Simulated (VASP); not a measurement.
A run of VASP 6.6.1 is set up as follows.

Contents of INCAR:

```
SYSTEM = CuH8
ALGO     = Normal         ! electronic algorithm
EDIFF    = 1E-7           ! SCF threshold, eV
ENCUT    = 520            ! plane-wave cutoff, eV
GGA      = PE             ! functional
ISIF     = 2              ! what is computed and relaxed
ISMEAR   = 0              ! smearing method
LASPH    = .TRUE.         ! aspherical terms in the spheres
LCHARG   = .FALSE.        ! write CHGCAR
LREAL    = .FALSE.        ! projectors in reciprocal space
LWAVE    = .FALSE.        ! write WAVECAR
NBANDS   = 20             ! bands
NELM     = 100            ! most SCF steps
PREC     = Accurate       ! precision mode
SIGMA    = 0.1            ! smearing width, eV
```

File KPOINTS:

```
k-points
0
G
  4 4 4
  0 0 0
```

POSCAR

```
CuH8
1.0
    3.9216905800     -2.9353568800      0.0000000000
    3.9216905800      2.9353568800      0.0000000000
   -2.8666389100      0.0000000000      3.8949394800
Cu H
1 8
Direct
    0.2481310100      0.7518689900      0.5000000000
    0.7889599800      0.3176669800      0.1523450000
    0.6823330200      0.2110400200      0.8476550000
    0.2018450100      0.6758139400      0.8446320300
    0.3241860600      0.7981549900      0.1553679700
    0.2366569900      0.2681979800      0.1598380100
    0.7318020200      0.7633430100      0.8401619900
    0.1193880000      0.1666349800      0.8496230200
    0.8333650200      0.8806120000      0.1503769800
```

Potentials or basis: VASP PAW PBE potentials, release 64 (Cu, H).

Run with:

```console
$ cat potpaw_PBE.64/Cu/POTCAR potpaw_PBE.64/H/POTCAR > POTCAR
$ mpirun -np 1 vasp_std > vasp.out
```

Estimate the pressure.

-13.0 GPa.

Estimate the largest force.

4.420 eV/Å.

Forces on the atoms (eV/Å):
```
Cu   0.000  0.041  0.000
H    0.214  0.380 -4.398
H   -0.214  0.380  4.398
H    0.660 -0.147  2.362
H   -0.660 -0.147 -2.362
H    0.647  0.409 -2.838
H   -0.647  0.409  2.838
H    0.189 -0.662  2.861
H   -0.189 -0.662 -2.861
```

Caveat: the k points lie up to 0.40 Å⁻¹ apart; forces of over 1 eV/Å act on the atoms, so gaps and moduli don't describe the material at rest.
